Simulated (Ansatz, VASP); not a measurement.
BaNa3: VASP beside Ansatz

```xyz
4
Lattice="7.1700 0.0000 0.0000 -3.5850 6.2094 0.0000 0.0000 0.0000 4.1559" Properties=species:S:1:pos:R:3 pbc="T T T"
Na    3.5850    0.0000    2.0780
Na   -1.7925    3.1047    2.0780
Na    1.7925    3.1047    2.0780
Ba    0.0000    0.0000    0.0000
```

Alike in both runs: task relaxation of cell and atoms; functional PBE; k mesh 6 × 6 × 12; occupations gaussian, width 0.1 eV; no spin polarisation.

|  | VASP | Ansatz |
| --- | --- | --- |
| version | VASP 6.6.1 | Ansatz 0.2.0 |
| potentials or method | VASP PAW PBE potentials, release 64 (Na_pv, Ba_sv), cutoff 600 eV | scalar-relativistic, plane waves, PAW |
| valence electrons in the cell | 31 | 37 |

VASP gave:

| Property | Result |
| --- | --- |
| gap on the k mesh at the Fermi level, each at its own relaxed structure (eV) | none |
| relaxed volume (Å³/atom) | 46.91 |
| relaxed length of the cell vector where the two differ most in proportion (Å) | 4.167 |

Which values does Ansatz return?

gap on the k mesh at the Fermi level, each at its own relaxed structure (eV): none; relaxed volume (Å³/atom): 46.88; relaxed length of the cell vector where the two differ most in proportion (Å): 4.164.

A gap of «none» marks a metal or a gap that the smearing closes. VASP's potentials hold 31 valence electrons a cell and Ansatz's 37, so a difference there can come from the potentials and not from the codes.

Spin-orbit coupling is off throughout.
